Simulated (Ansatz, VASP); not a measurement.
# TaN: VASP beside Ansatz

```
Ta N
1.0
     2.96060    0.00000    0.00000
    -1.48030    2.56395    0.00000
     0.00000    0.00000    2.76310
Ta N
1 1
Direct
  0.33333 0.66667 0.50000
  0.00000 0.00000 0.00000
```

Alike in both runs: task single point; functional PBEsol; k mesh 18 × 18 × 16; occupations gaussian, width 0.15 eV; no spin polarisation.

|  | VASP | Ansatz |
| --- | --- | --- |
| version | VASP 6.6.1 | Ansatz 0.2.0 |
| potentials or method | VASP PAW PBE potentials, release 64 (Ta_sv_GW, N), cutoff 700 eV | scalar-relativistic, plane waves, PAW |
| valence electrons in the cell | 18 | 18 |

Ansatz gave:

```
gap on the k mesh at the Fermi level (eV)                     : none
pressure (GPa)                                                : 7.1
traceless stress, the component that is largest in VASP (GPa) : 23.68
```

Estimate VASP's values.

gap on the k mesh at the Fermi level (eV): none; pressure (GPa): 7.1; traceless stress, the component that is largest in VASP (GPa): 23.70.

VASP's potentials were made for PBE, not for PBEsol. A gap of «none» marks a metal or a gap that the smearing closes.

Spin-orbit coupling is off throughout.
